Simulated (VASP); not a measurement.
Wanted: the native input for a VASP 6.6.1 run.

| Quantity | Value |
| --- | --- |
| Task | single point |
| Functional | PBEsol |
| Potentials or basis | VASP PAW PBE potentials, release 64 (Ti_sv, Al) |
| Cutoff | 500 eV |
| k mesh | 18 × 18 × 10 |
| Occupations | gaussian, width 0.1 eV |
| Spin | no spin polarisation |
| Dipole correction | no |
| Further INCAR settings | ALGO = Normal; EDIFF = 1e-06; NBANDS = 14 |

The structure of TiAl (sol) lies in POSCAR:

```
TiAl
1.0
    2.8478212878      0.0000000029      0.0000000000
   -1.4239106464      2.4662855792      0.0000000000
    0.0000000000      0.0000000000      4.6199447347
Ti Al
1 1
Direct
    0.0000000000      0.0000000000      0.0000000000
    0.3333333333      0.6666666667      0.5000000000
```

One way to write it, as run:

INCAR

```
SYSTEM = TiAl
  PREC = Accurate
  ENCUT = 500
  EDIFF = 1E-6
  ISMEAR = 0
  SIGMA = 0.1
  LREAL = .FALSE.
  LASPH = .TRUE.
  NELM = 120
  ALGO = Normal
  ISIF = 2
  LWAVE = .FALSE.
  LCHARG = .FALSE.
  GGA = PS
  NBANDS = 14
  GGA_COMPAT = .FALSE.
```

KPOINTS

```
regular mesh
0
G
  18 18 10
  0 0 0
```

Potentials or basis: VASP PAW PBE potentials, release 64 (Ti_sv, Al).

Launch:

```console
$ cat potpaw_PBE.64/Ti_sv/POTCAR potpaw_PBE.64/Al/POTCAR > POTCAR
$ mpirun -np 1 vasp_std > vasp.out
```

Results of the run:

```yaml
Pressure: 0.0 GPa
```

Caveat: the PAW data sets were made with another functional, which shifts forces and pressure a little.

Run time: 2.3 min on 1 thread of Intel Xeon 8259CL, with other jobs on the host, peak memory 0.23 GiB.
